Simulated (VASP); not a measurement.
Input of a VASP 6.6.1 run:

Contents of INCAR:

```
  ALGO = Normal
  EDIFF = 1E-7
  EDIFFG = -0.001
  ENCUT = 500
  GGA_COMPAT = F
  IBRION = 2
  ISIF = 3
  ISMEAR = -1
  LASPH = T
  LCHARG = F
  LREAL = F
  LWAVE = F
  NELM = 120
  NELMIN = 4
  NSW = 80
  PREC = Accurate
  SIGMA = 0.15
```

KPOINTS

```
k-points
0
Gamma
  16 16 16
```

The input POSCAR:

```
TiAl3
1.0
   -1.8894437155      1.8894437155      4.2417943048
    1.8894437155     -1.8894437155      4.2417943048
    1.8894437155      1.8894437155     -4.2417943048
Ti Al
1 3
Direct
    0.0000000000      0.0000000000      0.0000000000
    0.5000000000      0.5000000000      0.0000000000
    0.7500000000      0.2500000000      0.5000000000
    0.2500000000      0.7500000000      0.5000000000
```

Potentials or basis: VASP PAW LDA potentials, release 64 (Ti_sv, Al).

Run with:

```bash
$ cat potpaw_LDA.64/Ti_sv/POTCAR potpaw_LDA.64/Al/POTCAR > POTCAR
$ mpirun -np 1 vasp_std > vasp.out
```

(1) What does it give for the relaxed volume?

(2) Predict the band gap on the k mesh.

Results:

(1) 15.18 Å³/atom.

(2) zero (an odd number of electrons rules out a gap without spin polarisation).
